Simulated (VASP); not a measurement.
Write the native input for VASP 6.6.1 that does the following.

| Property | Result |
| --- | --- |
| Task | single point |
| Functional | PBE |
| Potentials or basis | VASP PAW PBE potentials, release 64 (B, N) |
| Cutoff | 520 eV |
| k mesh | 12 × 12 × 12 |
| Occupations | gaussian, width 0.05 eV |
| Spin | no spin polarisation |
| Dipole correction | no |
| Further INCAR settings | ALGO = Normal; EDIFF = 1e-07; NBANDS = 11 |

The structure of BN lies in POSCAR:

```
BN
1.0
    0.0000000000      1.8371303626      1.9051440035
    1.9051440035      0.0000000000      1.9051440035
    1.9051440035      1.8371303626      0.0000000000
B N
1 1
Direct
    0.0000000000      0.0000000000      0.0000000000
    0.7500000000      0.7500000000      0.7500000000
```

This cell differs from its parent crystal: volume 6.668 Å^3 an atom, c/a of the conventional cell 0.9643.

The input as run:

INCAR

```
PREC = Accurate
ENCUT = 520
EDIFF = 1E-7
ISMEAR = 0
SIGMA = 0.05
LREAL = False
LASPH = True
NELM = 100
ALGO = Normal
ISIF = 2
LWAVE = False
LCHARG = False
GGA = PE
NBANDS = 11
```

KPOINTS

```
Automatic mesh
0
Gamma
  12 12 12
```

Potentials or basis: VASP PAW PBE potentials, release 64 (B, N).

Command:

```console
$ cat potpaw_PBE.64/B/POTCAR potpaw_PBE.64/N/POTCAR > POTCAR
$ mpirun -np 1 vasp_std > vasp.out
```

Results of the run:

The pressure is -34.2 GPa and the band gap on the k mesh is 3.76 eV, indirect (least direct gap 7.88 eV).

Wall time 48 s on 1 thread of AMD EPYC 7R13, on a shared host, peak memory 0.1 GiB.
